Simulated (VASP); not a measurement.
Wanted: the native input for a VASP 6.6.1 run.

| Item | Value |
| --- | --- |
| Task | relaxation of cell and atoms |
| Functional | PBE |
| Potentials or basis | VASP PAW PBE potentials, release 64 (Zr_sv, Ta_pv, Ge_d) |
| Cutoff | 600 eV |
| k mesh | 6 × 6 × 4 |
| Occupations | gaussian, width 0.1 eV |
| Spin | no spin polarisation |
| Dipole correction | no |
| Further INCAR settings | ALGO = Normal; EDIFF = 1e-06; IBRION = 2; EDIFFG = -0.04; NSW = 90; ISIF = 3 |

The structure of Zr2TaGe2 lies in POSCAR:

```
Zr2TaGe2
1.0
    4.2550778600      0.0000000000      0.0000000000
   -2.1275389300      3.6850055200      0.0000000000
    0.0000000000      0.0000000000      5.5446776900
Zr Ta Ge
2 1 2
Direct
    0.3333333300      0.6666666700      0.0000000000
    0.6666666700      0.3333333300      0.0000000000
    0.0000000000      0.0000000000      0.5000000000
    0.3333333300      0.6666666700      0.5000000000
    0.6666666700      0.3333333300      0.5000000000
```

The cell was generated, and may not be a known phase.

One way to write it, as run:

INCAR

```
ALGO = Normal
EDIFF = 1E-6
EDIFFG = -0.04
ENCUT = 600
GGA = PE
IBRION = 2
ISIF = 3
ISMEAR = 0
LASPH = T
LCHARG = F
LREAL = F
LWAVE = F
NELM = 60
NSW = 90
PREC = Accurate
SIGMA = 0.1
```

KPOINTS

```
k-points
0
Gamma
  6 6 4
```

Potentials or basis: VASP PAW PBE potentials, release 64 (Zr_sv, Ta_pv, Ge_d).

Run with:

```console
$ cat potpaw_PBE.64/Zr_sv/POTCAR potpaw_PBE.64/Ta_pv/POTCAR potpaw_PBE.64/Ge_d/POTCAR > POTCAR
$ mpirun -np 1 vasp_std > vasp.out
```

It gave:

```
Relaxed volume                        : 21.49 Å³/atom
Relaxed cell                          : a = 4.847 Å, b = 4.847 Å, c = 5.283 Å, α = 90.00°, β = 90.00°, γ = 120.00°
Space group after relaxing (to 0.1 Å) : P6/mmm (No. 191)
Energy gained by relaxing             : 723.7 meV/atom
Ionic steps                           : 9
Pressure after relaxing               : -0.1 GPa
Band gap on the k mesh                : zero (an odd number of electrons rules out a gap without spin polarisation)
```

Caveat: the volume moved by over 15 % at a fixed basis, so the end points are rough; spin-orbit coupling is left out, which moves the levels of the heavy elements.

It took 11 min on 1 thread of Intel(R) Xeon(R) Platinum 8259CL CPU @ 2.50GHz (Skylake/Cascade Lake), with other jobs on the host, peak memory 0.31 GiB.
